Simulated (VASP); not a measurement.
# CdSe (F-43m) in VASP: notebook

The runs below take CdSe through single point, with PBE, HSE06.

Program: VASP 6.6.1. These are calculated values, not measurements. Logs are shortened: lines on timing, memory, paths and dates and some standing lists are left out, and cuts for length are marked.

**1. The cell of the first run**

Symmetry: F-43m, No. 216, cubic system. Conventional cell: a = 6.141 Å, b = 6.141 Å, c = 6.141 Å, α = 90.00°, β = 90.00°, γ = 90.00°. Within 3.5 Å of Cd (site symmetry -43m) lie 4 Se at 2.66 Å. Se (site symmetry -43m) has 4 Cd at 2.66 Å within 3.5 Å.

**2. Single point, PBE**

Input file INCAR:

```
SYSTEM = CdSe
ALGO = Normal
EDIFF = 1E-6
ENCUT = 500
GGA = PE
GGA_COMPAT = .False.
ISIF = 2
ISMEAR = 0
LASPH = .True.
LCHARG = .False.
LREAL = .False.
LWAVE = .False.
NBANDS = 16
NELM = 120
PREC = Accurate
SIGMA = 0.01
```

Input file KPOINTS:

```
k-points
0
Gamma
  3 3 3
  0 0 0
```

Input file POSCAR:

```
CdSe
1.0
    0.0000000000      3.0702712000      3.0702712000
    3.0702712000      0.0000000000      3.0702712000
    3.0702712000      3.0702712000      0.0000000000
Cd Se
1 1
Direct
    0.0000000000      0.0000000000      0.0000000000
    0.7500000000      0.7500000000      0.7500000000
```

Potentials or basis: VASP PAW PBE potentials, release 64 (Cd, Se).

Run with:

```
> cat potpaw_PBE.64/Cd/POTCAR potpaw_PBE.64/Se/POTCAR > POTCAR
> mpirun -np 1 vasp_std > vasp.out
```

OUTCAR:

```text
SYSTEM = CdSe
   EDIFF = 1E-6
   ENCUT = 500
   GGA = PE
   ISIF = 2
   ISMEAR = 0
   LASPH = .True.
   LREAL = .False.
   NELM = 120
   PREC = Accurate

 ion  position               nearest neighbor table
   1  0.000  0.000  0.000-   2 2.66   2 2.66   2 2.66   2 2.66
   2  0.750  0.750  0.750-   1 2.66   1 2.66   1 2.66   1 2.66

  LATTYP: Found a face centered cubic cell.
 ALAT       =     6.1405424000

  Lattice vectors:

 A1 = (   0.0000000000,   3.0702712000,   3.0702712000)
 A2 = (   3.0702712000,   0.0000000000,   3.0702712000)
 A3 = (   3.0702712000,   3.0702712000,   0.0000000000)

Analysis of symmetry for initial positions (statically):
=====================================================================
 Subroutine PRICEL returns:
 Original cell was already a primitive cell.

 Routine SETGRP: Setting up the symmetry group for a
 face centered cubic supercell.

 Subroutine GETGRP returns: Found 24 space group operations
 (whereof 24 operations were pure point group operations)
 out of a pool of 48 trial point group operations.

The static configuration has the point symmetry T_d .

Analysis of symmetry for dynamics (positions and initial velocities):
=====================================================================
 Subroutine PRICEL returns:
 Original cell was already a primitive cell.

 Routine SETGRP: Setting up the symmetry group for a
 face centered cubic supercell.

 Subroutine GETGRP returns: Found 24 space group operations
 (whereof 24 operations were pure point group operations)
 out of a pool of 48 trial point group operations.

The dynamic configuration has the point symmetry T_d .

 Subroutine INISYM returns: Found 24 space group operations
 (whereof 24 operations are pure point group operations),
 and found     1 'primitive' translations

----------------------------------------------------------------------------------------

                                     Primitive cell

  volume of cell :      57.8842

  direct lattice vectors                    reciprocal lattice vectors
     0.000000000  3.070271200  3.070271200    -0.162852063  0.162852063  0.162852063
     3.070271200  0.000000000  3.070271200     0.162852063 -0.162852063  0.162852063
     3.070271200  3.070271200  0.000000000     0.162852063  0.162852063 -0.162852063

  length of vectors
     4.342019171  4.342019171  4.342019171     0.282068048  0.282068048  0.282068048

[... 58 lines left out ...]
   NELM   =    120;   NELMIN=  2; NELMDL= -5     # of ELM steps
   EDIFF  = 0.1E-05   stopping-criterion for ELM
   LREAL  =      F    real-space projection
   EDIFFG = 0.1E-04   stopping-criterion for IOM
   NSW    =      0    number of steps for IOM
   IBRION =     -1    ionic relax: 0-MD 1-quasi-New 2-CG
   NFREE  =      0    steps in history (QN), initial steepest desc. (CG)
   ISIF   =      2    stress and relaxation
   ISYM   =      2    0-nonsym 1-usesym 2-fastsym
   POTIM  = 0.5000    time-step for ionic-motion
   TEBEG  =    0.0;   TEEND  =   0.0 temperature during run
   PSTRESS=    0.0 pullay stress
   NELECT =      18.0000    total number of electrons
   NUPDOWN=      -1.0000    fix difference up-down
   EMIN   =  10.00;   EMAX   =-10.00  energy-range for DOS
   EFERMI =   0.00;   METHOD = LEGACY
   ISMEAR =     0;   SIGMA  =   0.01  broadening in eV -4-tet -1-fermi 0-gaus
   EFERMI_NEDOS =   21; number of points for ismear=-14 and -15
   IALGO  =     38    algorithm
   IMIX   =      4    mixing-type and parameters
     AMIX     =   0.40;   BMIX     =  1.00
     AMIX_MAG =   1.60;   BMIX_MAG =  1.00
  volume/ion in A,a.u.               =      28.94       195.31
  Fermi-wavevector in a.u.,A,eV,Ry     =   1.109121  2.095935 16.737199  1.230149
  Thomas-Fermi vector in A             =   2.245657
   LORBIT       =      0    0 simple, 1 ext, 2 COOP (PROOUT), +10 PAW based schemes
   GGA     = PE    functional components
   LHFCALC =     F    Hartree Fock is set to
   AEXX    =    0.0000 exact exchange contribution
   IVDW    =     0    specifies the selected vdW correction
   LEPSILON=     F    determine dielectric tensor
   LRPA    =     F    only Hartree local field effects (RPA)
 non-spin polarized calculation
 Gauss-broadening in eV      SIGMA  =   0.01
  energy-cutoff  :      500.00
  volume of cell :       57.88
 maximum number of plane-waves:      1484
   NGX = 15   NGY = 15   NGZ = 15

 number of electron      18.0000008 magnetization

 Free energy of the ion-electron system (eV)
  ---------------------------------------------------
  ext. energy  EPLUGINS =         0.00000000
  ---------------------------------------------------
  free energy    TOTEN  =        -5.28957250 eV

  energy without entropy =       -5.28957250  energy(sigma->0) =       -5.28957250

 E-fermi :   0.9187     XC(G=0):  -8.7160

 val. band max:        0.8092713256   @ k =   0.0000   0.0000   0.0000
 cond. band min:       1.3107541286   @ k =   0.0000   0.0000   0.0000
 fundamental gap:      0.5014828030
 Fermi energy:         0.9186700525

 k-point     1 :       0.0000    0.0000    0.0000
  band No.  band energies     occupation
      1     -11.6089      2.00000
      2      -7.1273      2.00000
      3      -7.1273      2.00000
      4      -7.1273      2.00000
      5      -6.7915      2.00000
      6      -6.7915      2.00000
[... 53 lines left out ...]
      3      -6.9535      2.00000
      4      -6.8242      2.00000
      5      -6.7783      2.00000
      6      -6.3830      2.00000
[... 8 lines left out ...]
     15      11.5099      0.00000
     16      14.7347      0.00000

------------------------ aborting loop because EDIFF is reached ----------------------------------------

  FORCE on cell =-STRESS in cart. coord.  units (eV):
  Direction    XX          YY          ZZ          XY          YZ          ZX
  --------------------------------------------------------------------------------------
  -------------------------------------------------------------------------------------
  Total        0.8430983      0.8430983      0.8430983     -0.0000000      0.0000000     -0.0000000
  in kB       23.3361155     23.3361155     23.3361155     -0.0000000      0.0000000     -0.0000000
  external PRESSURE =      23.3361155 kB  Pullay stress =       0.0000000 kB

 VOLUME and BASIS-vectors are now :
 -----------------------------------------------------------------------------
  energy-cutoff  :      500.00
  volume of cell :       57.88
      direct lattice vectors                 reciprocal lattice vectors
     0.000000000  3.070271200  3.070271200    -0.162852063  0.162852063  0.162852063
     3.070271200  0.000000000  3.070271200     0.162852063 -0.162852063  0.162852063
     3.070271200  3.070271200  0.000000000     0.162852063  0.162852063 -0.162852063

 POSITION                                       TOTAL-FORCE (eV/Angst)
 -----------------------------------------------------------------------------------
      0.00000      0.00000      0.00000        -0.000000     -0.000000     -0.000000
      4.60541      4.60541      4.60541         0.000000      0.000000      0.000000
 -----------------------------------------------------------------------------------
    total drift:                               -0.000000     -0.000000     -0.000000

  FREE ENERGIE OF THE ION-ELECTRON SYSTEM (eV)
  ---------------------------------------------------
  free  energy   TOTEN  =        -5.2895725048 eV

  energy  without entropy=       -5.2895725048  energy(sigma->0) =       -5.28957250
```

stdout:

```text
POSCAR found type information on POSCAR CdSe
 POSCAR found :  2 types and       2 ions
 scaLAPACK will be used
 LDA part: xc-table for (Slater+PW92), standard interpolation
 POSCAR, INCAR and KPOINTS ok, starting setup
 FFT: planning ... GRIDC
 FFT: planning ... GRID_SOFT
 FFT: planning ... GRID
 WAVECAR not read
 entering main loop
```

Wall time 4.1 s (1 thread of Intel Xeon 6975P-C (Granite Rapids), shared host); peak memory 0.16 GiB.

Results:

```yaml
Free_energy: -5.2896 eV
Pressure: 2.3 GPa
Band_gap_on_the_k_mesh: 0.50 eV
```

Levels at points of the mesh, in eV from the valence-band top:
```
           k point  band 7  band 8  band 9  band 10  band 11  band 12
(0.00, 0.00, 0.00)    0.00    0.00    0.00     0.50     5.87     5.87
```

Caveat: the k points lie up to 0.59 Å⁻¹ apart.

**3. Single point, HSE06**

POSCAR is that of step 2.

Input file INCAR.step1:

```
SYSTEM = CdSe
ALGO = Normal
EDIFF = 1E-5
ENCUT = 400
GGA = PE
GGA_COMPAT = .False.
ISIF = 2
ISMEAR = 0
LASPH = .True.
LCHARG = .False.
LREAL = .False.
LWAVE = .True.
NBANDS = 16
NELM = 120
PREC = Accurate
SIGMA = 0.01
```

Input file INCAR.step2:

```
SYSTEM = CdSe
ALGO = Normal
EDIFF = 1E-6
ENCUT = 400
GGA = PE
GGA_COMPAT = .False.
HFSCREEN = 0.2079
ISIF = 2
ISMEAR = 0
ISTART = 1
LASPH = .True.
LCHARG = .False.
LHFCALC = .True.
LREAL = .False.
LWAVE = .False.
NBANDS = 16
NELM = 120
PREC = Accurate
PRECFOCK = Normal
SIGMA = 0.01
```

KPOINTS is that of step 2.

Potentials or basis: VASP PAW PBE potentials, release 64 (Cd, Se).

Run with:

```
> cat potpaw_PBE.64/Cd/POTCAR potpaw_PBE.64/Se/POTCAR > POTCAR
> cp INCAR.step1 INCAR
> mpirun -np 1 vasp_std > vasp.out
> cp INCAR.step2 INCAR
> mpirun -np 1 vasp_std > vasp.out
```

Run time: 54 s. Hardware: 1 thread of Intel Xeon 6975P-C (Granite Rapids), shared host; peak memory 0.25 GiB.

Results (log left out):

```yaml
Free_energy: -6.6792 eV
Pressure: 0.5 GPa
Band_gap_on_the_k_mesh: 1.53 eV
```

Levels at points of the mesh, in eV from the valence-band top:
| k point | band 7 | band 8 | band 9 | band 10 | band 11 | band 12 |
| --- | --- | --- | --- | --- | --- | --- |
| (0.00, 0.00, 0.00) | 0.00 | 0.00 | 0.00 | 1.53 | 6.96 | 6.96 |

Caveat: the k points lie up to 0.59 Å⁻¹ apart; the PAW data sets were made with another functional, which shifts forces and pressure a little.
